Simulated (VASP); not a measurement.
# Cr (P6_3/mmc) in VASP: further runs

The runs below take Cr through single point, with LDA.

All numbers are computed with VASP 6.6.1; they aren't measurements. Logs are shortened: lines on timing, memory, paths and dates and some standing lists are left out, and cuts for length are marked.

### 1 The cell of the first run

It takes space group P6_3/mmc (No. 194, hexagonal). Conventional cell: a = 2.496 Å, b = 2.496 Å, c = 4.466 Å, α = 90.00°, β = 90.00°, γ = 120.00°. Within 3.3 Å of Cr (site symmetry -6m2) lie 12 Cr at 2.50 to 2.66 Å.

### 2 Single point, LDA, collinear spin, antiferromagnetic start (volume scaled by 1.08)

The input, INCAR:

```
PREC     = Accurate       # precision mode
ENCUT    = 520            # plane-wave cutoff, eV
EDIFF    = 1E-6           # SCF threshold, eV
ISMEAR   = -1             # smearing method
SIGMA    = 0.05           # smearing width, eV
LREAL    = F              # projectors in reciprocal space
LASPH    = T              # aspherical terms in the spheres
NELM     = 150            # most SCF steps
ALGO     = Normal         # electronic algorithm
ISIF     = 2              # what is computed and relaxed
LWAVE    = F              # write WAVECAR
LCHARG   = F              # write CHGCAR
ISPIN    = 2              # spin polarisation
MAGMOM   = 1.5 -1.5       # initial moments
LORBIT   = 11             # projections on sites
LMAXMIX  = 4              # l up to which the mixer works
GGA      = CA             # functional
NBANDS   = 23             # bands
```

The input, KPOINTS:

```
regular mesh
0
Gamma
  17 17 8
```

The input, POSCAR:

```
Cr
1.0
    2.4960343783      0.0000000000      0.0000000000
   -1.2480171891      2.1616291803      0.0000000000
    0.0000000000      0.0000000000      4.4664108545
Cr
2
Direct
    0.3333333333      0.6666666667      0.2500000000
    0.6666666667      0.3333333333      0.7500000000
```

Potentials or basis: VASP PAW LDA potentials, release 64 (Cr_pv).

Command:

```console
cat potpaw_LDA.64/Cr_pv/POTCAR > POTCAR
mpirun -np 1 vasp_std > vasp.out
```

OUTCAR:

```text
PREC = Accurate
   ENCUT = 520
   EDIFF = 1E-6
   ISMEAR = -1
   LREAL = F
   LASPH = T
   NELM = 150
   ISIF = 2
   ISPIN = 2
   LORBIT = 11
   GGA = CA

 ion  position               nearest neighbor table
   1  0.333  0.667  0.250-   2 2.66   2 2.66   2 2.66   2 2.66   2 2.66   2 2.66
   2  0.667  0.333  0.750-   1 2.66   1 2.66   1 2.66   1 2.66   1 2.66   1 2.66

  LATTYP: Found a hexagonal cell.
 ALAT       =     2.4960343783
 C/A-ratio  =     1.7894027796

  Lattice vectors:

 A1 = (   2.4960343783,   0.0000000000,   0.0000000000)
 A2 = (  -1.2480171891,   2.1616291803,   0.0000000000)
 A3 = (   0.0000000000,   0.0000000000,   4.4664108545)

Analysis of symmetry for initial positions (statically):
=====================================================================
 Subroutine PRICEL returns:
 Original cell was already a primitive cell.

 Routine SETGRP: Setting up the symmetry group for a
 hexagonal supercell.

 Subroutine GETGRP returns: Found 24 space group operations
 (whereof 12 operations were pure point group operations)
 out of a pool of 24 trial point group operations.

The static configuration has the point symmetry D_3d.
 The point group associated with its full space group is D_6h.

Analysis of symmetry for dynamics (positions and initial velocities):
=====================================================================
 Subroutine PRICEL returns:
 Original cell was already a primitive cell.

 Routine SETGRP: Setting up the symmetry group for a
 hexagonal supercell.

 Subroutine GETGRP returns: Found 24 space group operations
 (whereof 12 operations were pure point group operations)
 out of a pool of 24 trial point group operations.

The dynamic configuration has the point symmetry D_3d.
 The point group associated with its full space group is D_6h.

Analysis of structural, dynamic, and magnetic symmetry:
=====================================================================
 Subroutine PRICEL returns:
 Original cell was already a primitive cell.

 Routine SETGRP: Setting up the symmetry group for a
 hexagonal supercell.

 Subroutine GETGRP returns: Found 24 space group operations
 (whereof 12 operations were pure point group operations)
 out of a pool of 24 trial point group operations.

The overall configuration has the point symmetry D_3d.
 The point group associated with its full space group is D_6h.

 Subroutine INISYM returns: Found 24 space group operations
 (whereof 12 operations are pure point group operations),
 and found     1 'primitive' translations

----------------------------------------------------------------------------------------

                                     Primitive cell

  volume of cell :      24.0985

  direct lattice vectors                    reciprocal lattice vectors
     2.496034378  0.000000000  0.000000000     0.400635508  0.231307018  0.000000000
    -1.248017189  2.161629180  0.000000000     0.000000000  0.462614036  0.000000000
     0.000000000  0.000000000  4.466410855     0.000000000  0.000000000  0.223893420

  length of vectors
     2.496034378  2.496034378  4.466410855     0.462614036  0.462614036  0.223893420

  position of ions in fractional coordinates (direct lattice)
     0.333333333  0.666666667  0.250000000
     0.666666667  0.333333333  0.750000000

  ion indices of the primitive-cell ions
   primitive index   ion index
                 1           1
                 2           2

----------------------------------------------------------------------------------------

 KPOINTS: regular mesh

Automatic generation of k-mesh.
 Grid dimensions read from file:
 generate k-points for:   17   17    8

 Generating k-lattice:

  Cartesian coordinates                     Fractional coordinates (reciprocal lattice)
     0.023566795  0.013606295  0.000000000     0.058823529  0.000000000  0.000000000
     0.000000000  0.027212590  0.000000000     0.000000000  0.058823529  0.000000000
     0.000000000  0.000000000  0.027986677     0.000000000  0.000000000  0.125000000

  Length of vectors
     0.027212590  0.027212590  0.027986677

  Shift w.r.t. Gamma in fractional coordinates (k-lattice)
     0.000000000  0.000000000  0.000000000

 Subroutine IBZKPT returns following result:
 ===========================================

 Found    165 irreducible k-points:

 Following reciprocal coordinates:
            Coordinates               Weight
  0.000000  0.000000  0.000000      1.000000
  0.058824 -0.000000  0.000000      6.000000
  0.117647 -0.000000  0.000000      6.000000
  0.176471 -0.000000  0.000000      6.000000
  0.235294 -0.000000  0.000000      6.000000
  0.294118  0.000000  0.000000      6.000000
[... 16 lines left out ...]
  0.411765  0.117647  0.000000     12.000000
  0.176471  0.176471  0.000000      6.000000
 [... further k-points ...]
   k-points           NKPTS =    165   k-points in BZ     NKDIM =    165   number of bands    NBANDS=     23
   number of dos      NEDOS =    301   number of ions     NIONS =      2
   total plane-waves  NPLWV =  14400
   dimension x,y,z NGX =    20 NGY =   20 NGZ =   36
   dimension x,y,z NGXF=    40 NGYF=   40 NGZF=   72
   ions per type =               2
   NGX,Y,Z   is equivalent  to a cutoff of  13.32, 13.32, 13.40 a.u.
   NGXF,Y,Z  is equivalent  to a cutoff of  26.64, 26.64, 26.80 a.u.
 SYSTEM =  unknown system
   PREC   = accura    normal or accurate (medium, high low for compatibility)
   ISTART =      0    job   : 0-new  1-cont  2-samecut
   ICHARG =      2    charge: 1-file 2-atom 10-const
   ISPIN  =      2    spin polarized calculation?
   LNONCOLLINEAR =      F non collinear calculations
   LSORBIT =      F    spin-orbit coupling
   LASPH  =      T    aspherical Exc in radial PAW
   ENCUT  =  520.0 eV  38.22 Ry    6.18 a.u.   4.64  4.64  8.30*2*pi/ulx,y,z
   NELM   =    150;   NELMIN=  2; NELMDL= -5     # of ELM steps
   EDIFF  = 0.1E-05   stopping-criterion for ELM
   LREAL  =      F    real-space projection
   EDIFFG = 0.1E-04   stopping-criterion for IOM
   NSW    =      0    number of steps for IOM
   IBRION =     -1    ionic relax: 0-MD 1-quasi-New 2-CG
   NFREE  =      0    steps in history (QN), initial steepest desc. (CG)
   ISIF   =      2    stress and relaxation
   ISYM   =      2    0-nonsym 1-usesym 2-fastsym
   POTIM  = 0.5000    time-step for ionic-motion
   TEBEG  =    0.0;   TEEND  =   0.0 temperature during run
   PSTRESS=    0.0 pullay stress
   NELECT =      24.0000    total number of electrons
   NUPDOWN=      -1.0000    fix difference up-down
   EMIN   =  10.00;   EMAX   =-10.00  energy-range for DOS
   EFERMI =   0.00;   METHOD = LEGACY
   ISMEAR =    -1;   SIGMA  =   0.05  broadening in eV -4-tet -1-fermi 0-gaus
   EFERMI_NEDOS =   21; number of points for ismear=-14 and -15
   IALGO  =     38    algorithm
   IMIX   =      4    mixing-type and parameters
     AMIX     =   0.40;   BMIX     =  1.00
     AMIX_MAG =   1.60;   BMIX_MAG =  1.00
  volume/ion in A,a.u.               =      12.05        81.31
  Fermi-wavevector in a.u.,A,eV,Ry     =   1.634865  3.089446 36.365407  2.672782
  Thomas-Fermi vector in A             =   2.726433
   LORBIT       =     11    0 simple, 1 ext, 2 COOP (PROOUT), +10 PAW based schemes
   GGA     = CA    functional components
   LHFCALC =     F    Hartree Fock is set to
   AEXX    =    0.0000 exact exchange contribution
   IVDW    =     0    specifies the selected vdW correction
   LEPSILON=     F    determine dielectric tensor
   LRPA    =     F    only Hartree local field effects (RPA)
 spin polarized calculation
  energy-cutoff  :      520.00
  volume of cell :       24.10
 maximum number of plane-waves:       668
 NGX is ok and might be reduce to    20
   NGX =  9   NGY =  9   NGZ = 17

 number of electron      24.0000013 magnetization       0.0000000

 number of electron      24.0000013 magnetization      -0.0000000

 Free energy of the ion-electron system (eV)
  ---------------------------------------------------
  ext. energy  EPLUGINS =         0.00000000
  ---------------------------------------------------
  free energy    TOTEN  =       -20.32149853 eV

  energy without entropy =      -20.29346315  energy(sigma->0) =      -20.30748084

 E-fermi :  10.0149     XC(G=0): -13.7343

 val. band max:       10.0141231368   @ k =   0.1176  -0.0000   0.0000
 cond. band min:      10.0175637047   @ k =   0.2353   0.1765   0.1250
 fundamental gap:      0.0034405679
 Fermi energy:        10.0148608190

 spin component 1

 k-point     1 :       0.0000    0.0000    0.0000
  band No.  band energies     occupation
      1     -32.8469      1.00000
      2     -32.1865      1.00000
      3     -32.0261      1.00000
      4     -32.0261      1.00000
      5     -31.9630      1.00000
      6     -31.9630      1.00000
[... 15 lines left out ...]
     22      29.9130      0.00000
     23      30.1853      0.00000
[... 575 lines left out ...]
      1     -32.6363      1.00000
      2     -32.5189      1.00000
      3     -32.5157      1.00000
      4     -32.2245      1.00000
      5     -32.2044      1.00000
      6     -32.1367      1.00000
[... 15 lines left out ...]
     22      24.4586      0.00000
     23      24.9825      0.00000

 [... further k-points ...]

 spin component 2

 k-point     1 :       0.0000    0.0000    0.0000
  band No.  band energies     occupation
      1     -32.8469      1.00000
      2     -32.1865      1.00000
      3     -32.0261      1.00000
      4     -32.0261      1.00000
      5     -31.9630      1.00000
      6     -31.9630      1.00000
[... 15 lines left out ...]
     22      29.9130      0.00000
     23      30.1853      0.00000
[... 575 lines left out ...]
      1     -32.6363      1.00000
      2     -32.5189      1.00000
      3     -32.5157      1.00000
      4     -32.2245      1.00000
      5     -32.2044      1.00000
      6     -32.1367      1.00000
[... 15 lines left out ...]
     22      24.4586      0.00000
     23      24.9825      0.00000

 [... further k-points ...]
[... 5 lines left out ...]
  --------------------------------------------------------------------------------------
  -------------------------------------------------------------------------------------
  Total       -2.8250972     -2.8250972     -2.4944286     -0.0000000      0.0000000      0.0000000
  in kB     -187.8250688   -187.8250688   -165.8407406     -0.0000000      0.0000000      0.0000000
  external PRESSURE =    -180.4969594 kB  Pullay stress =       0.0000000 kB

 VOLUME and BASIS-vectors are now :
 -----------------------------------------------------------------------------
  energy-cutoff  :      520.00
  volume of cell :       24.10
      direct lattice vectors                 reciprocal lattice vectors
     2.496034378  0.000000000  0.000000000     0.400635508  0.231307018  0.000000000
    -1.248017189  2.161629180  0.000000000     0.000000000  0.462614036  0.000000000
     0.000000000  0.000000000  4.466410855     0.000000000  0.000000000  0.223893420

 POSITION                                       TOTAL-FORCE (eV/Angst)
 -----------------------------------------------------------------------------------
     -0.00000      1.44109      1.11660        -0.000000      0.000000      0.000000
      1.24802      0.72054      3.34981         0.000000     -0.000000      0.000000
 -----------------------------------------------------------------------------------
    total drift:                                0.000000     -0.000000      0.000000

  FREE ENERGIE OF THE ION-ELECTRON SYSTEM (eV)
  ---------------------------------------------------
  free  energy   TOTEN  =       -20.3214985269 eV

  energy  without entropy=      -20.2934631521  energy(sigma->0) =      -20.30748084

 total charge

# of ion       s       p       d       tot
------------------------------------------
    1        0.425   6.359   4.219  11.004
    2        0.425   6.359   4.219  11.004
--------------------------------------------------
tot          0.851  12.718   8.438  22.007

 magnetization (x)

# of ion       s       p       d       tot
------------------------------------------
    1        0.000  -0.000  -0.000  -0.000
    2       -0.000   0.000   0.000   0.000
--------------------------------------------------
tot          0.000   0.000   0.000   0.000
```

Wall time 6.2 min (1 thread of AMD EPYC 7R13, shared host); peak memory 0.2 GiB.

What came out:

| Quantity | Value |
| --- | --- |
| Free energy | -20.3215 eV |
| Pressure | -18.0 GPa |
| Band gap on the k mesh | zero (filled and empty bands overlap) |
| Net moment | 0.00 μB per cell |
| Valence electrons inside the program's atomic spheres | Cr 11.00 |

Levels at points of the mesh, in eV from the Fermi level:
Spin up:
```csv
k point,band 8,band 9,band 10,band 11,band 12,band 13,band 14,band 15,band 16,band 17
"(0.00, 0.00, 0.00)",-3.98,-1.17,-0.34,-0.34,-0.14,-0.02,-0.02,1.02,1.02,2.12
"(0.00, 0.00, 0.50)",-5.52,-1.55,-1.55,-0.32,-0.32,-0.32,-0.32,1.74,1.74,1.74
```
Spin down:
```csv
k point,band 10,band 11,band 12,band 13,band 14,band 15
"(0.00, 0.00, 0.00)",-0.34,-0.34,-0.14,-0.02,-0.02,1.02
"(0.00, 0.00, 0.50)",-1.55,-0.32,-0.32,-0.32,-0.32,1.74
```

Caveat: the starting moments collapsed, and a magnetic state may lie lower.

### 3 Single point, LDA (volume scaled by 0.88)

The input, INCAR:

```
PREC = Accurate ; ENCUT = 520
EDIFF = 1E-6 ; ISMEAR = -1
SIGMA = 0.1 ; LREAL = False
LASPH = True ; NELM = 100
ALGO = Normal ; ISIF = 2
LWAVE = False ; LCHARG = False
GGA = CA ; NBANDS = 19
```

The input, KPOINTS:

```
Automatic mesh
0
Gamma
  17 17 8
```

The input, POSCAR:

```
Cr
1.0
    2.3343876559      0.0000000000      0.0000000000
   -1.1671938280      2.0216390123      0.0000000000
    0.0000000000      0.0000000000      4.1641237820
Cr
2
Direct
    0.3333333333      0.6666666667      0.2500000000
    0.6666666667      0.3333333333      0.7500000000
```

Potentials or basis: VASP PAW LDA potentials, release 64 (Cr_pv).

Command:

```console
cat potpaw_LDA.64/Cr_pv/POTCAR > POTCAR
mpirun -np 1 vasp_std > vasp.out
```

It took 31 s on 1 thread of Intel Xeon Platinum 8488C (Sapphire Rapids), shared host; peak memory 0.16 GiB.

The run converged. Its results:

* Free energy: -20.1176 eV
* Pressure: 46.0 GPa
* Band gap on the k mesh: zero (band 12 reaches 14.24 eV, above the bottom of band 13 at 12.57 eV)

Stress tensor (GPa, compression positive):
```
47.56  0.00  0.00
 0.00 47.56  0.00
 0.00  0.00 42.98
```

Levels at points of the mesh, in eV from the Fermi level:
| k point | band 8 | band 9 | band 10 | band 11 | band 12 | band 13 | band 14 | band 15 | band 16 | band 17 |
| --- | --- | --- | --- | --- | --- | --- | --- | --- | --- | --- |
| (0.00, 0.00, 0.00) | -4.77 | -1.59 | -0.56 | -0.56 | -0.11 | -0.11 | 0.24 | 1.28 | 1.28 | 2.79 |
| (0.00, 0.00, 0.50) | -5.85 | -1.99 | -1.99 | -0.53 | -0.53 | -0.53 | -0.53 | 2.27 | 2.27 | 2.27 |

Caveat: the run has no spin polarisation, though such a crystal can be magnetic. Spin polarisation is off, so any magnetic state and its effect on volume and gap are missing.

[end of part 1 of 2]
